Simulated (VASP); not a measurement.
Input of a VASP 6.6.1 run:

POSCAR

```
WC
1.0
    2.9699696792      0.0000000000      0.0000000000
   -1.4849848396      2.5720691907      0.0000000000
    0.0000000000      0.0000000000      2.8918023800
W C
1 1
Direct
    0.0000000000      0.0000000000      0.0000000000
    0.6666666667      0.3333333333      0.5000000000
```

Contents of INCAR.step1:

```
SYSTEM = WC
PREC = Accurate
ENCUT = 520
ISMEAR = -1
SIGMA = 0.1
LREAL = .FALSE.
LASPH = .TRUE.
NELM = 100
NBANDS = 16
GGA = PE
ALGO = Normal
EDIFF = 1E-4
LWAVE = .TRUE.
LCHARG = .FALSE.
```

Contents of INCAR.step2:

```
SYSTEM = WC
PREC = Accurate
ENCUT = 520
EDIFF = 1E-7
ISMEAR = -1
SIGMA = 0.1
LREAL = .FALSE.
LASPH = .TRUE.
NELM = 100
ALGO = Normal
ISIF = 2
LWAVE = .FALSE.
LCHARG = .FALSE.
METAGGA = R2SCAN
LMIXTAU = .TRUE.
NBANDS = 16
ISTART = 1
```

KPOINTS

```
Automatic mesh
0
G
  13 13 12
  0 0 0
```

Potentials or basis: VASP PAW PBE potentials, release 64 (W_sv, C).

Launch:

```sh
$ cat potpaw_PBE.64/W_sv/POTCAR potpaw_PBE.64/C/POTCAR > POTCAR
$ cp INCAR.step1 INCAR
$ mpirun -np 1 vasp_std > vasp.out
$ cp INCAR.step2 INCAR
$ mpirun -np 1 vasp_std > vasp.out
```

Task: What does it give for the pressure?

Result: -19.5 GPa.

Task: Predict the band gap on the k mesh.

Result: Zero (bands 9 and 10 overlap by 1.24 eV).

Stress tensor (GPa, compression positive):
```
-18.42   0.00   0.00
  0.00 -18.42   0.00
  0.00   0.00 -21.67
```

Caveat: the cell stands under tension; the PAW data sets were made with another functional, which shifts forces and pressure a little; spin-orbit coupling is left out, which moves the levels of the heavy elements.
